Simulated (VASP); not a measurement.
Runs of VASP 6.6.1 on CdTe. The structure is that of space group F-43m (No. 216), or close to it. The cells are those of the table. 

| cell | k mesh | cutoff (eV) | smearing | gap on the mesh (eV) | pressure (GPa) |
| --- | --- | --- | --- | --- | --- |
| a = 4.533 Å, angles 60.0°, 2 atoms | 6 × 6 × 6 | 550 | gaussian 0.1 eV | (c) | 3.4 |
| a = 4.589 Å, angles 60.0°, 2 atoms | 8 × 8 × 8 | 520 | gaussian 0.02 eV | 1.26 | 1.5 |
| a = 4.636 Å, angles 60.0°, 2 atoms | 8 × 8 × 8 | 520 | gaussian 0.02 eV | 1.16 | 0.1 |
| a = 4.682 Å, angles 60.0°, 2 atoms | 8 × 8 × 8 | 520 | gaussian 0.02 eV | (d) | -1.0 |
| a = 4.727 Å, angles 60.0°, 2 atoms | 8 × 8 × 8 | 520 | gaussian 0.02 eV | 0.97 | -1.9 |
| a = 4.541 Å, angles 60.0°, 2 atoms | 8 × 8 × 8 | 520 | gaussian 0.02 eV | (b) | (a) |

Alike in all rows: task single point; level r2SCAN; potentials or basis VASP PAW PBE potentials, release 64 (Cd, Te); no spin polarisation.

**Question.** Estimate the missing entries.

**Answer.** (a) 3.1; (b) 1.36; (c) 1.38; (d) 1.06.

Caveats: the PAW data sets were made with another functional, which shifts forces and pressure a little; spin-orbit coupling is left out, which moves the levels of the heavy elements.

A k mesh can miss the band edges, and the runs leave out spin-orbit coupling on Cd, Te.
